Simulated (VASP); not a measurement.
**C: single point with PBE**

C:

```
C
1.0
     0.00000    1.78337    1.78337
     1.78337    0.00000    1.78337
     1.78337    1.78337    0.00000
C
2
Cartesian
  2.6751 2.6751 2.6751
  1.7834 1.7834 1.7834
```

```yaml
Program: VASP 6.6.1
Task: single point
Functional: PBE
Potentials_or_basis: VASP PAW PBE potentials, release 64 (C)
Cutoff: 520 eV
k_mesh: 13 × 13 × 13
Occupations: gaussian, width 0.024 eV
Spin: no spin polarisation
```

The pressure is 2.5 GPa and the band gap on the k mesh is 4.14 eV, indirect (least direct gap 5.59 eV).

Levels at points of the mesh, in eV from the valence-band top:
```tsv
k point	band 1	band 2	band 3	band 4	band 5	band 6	band 7	band 8	band 9
(0.00, 0.00, 0.00)	-21.48	0.00	0.00	0.00	5.59	5.59	5.59	13.33	19.29
```

It took 21 s on 1 thread of Intel Xeon 8259CL (shared host), peak memory 0.09 GiB.

A k mesh can miss the band edges. A hybrid or GW would open this gap; PBE tends to underestimate it.
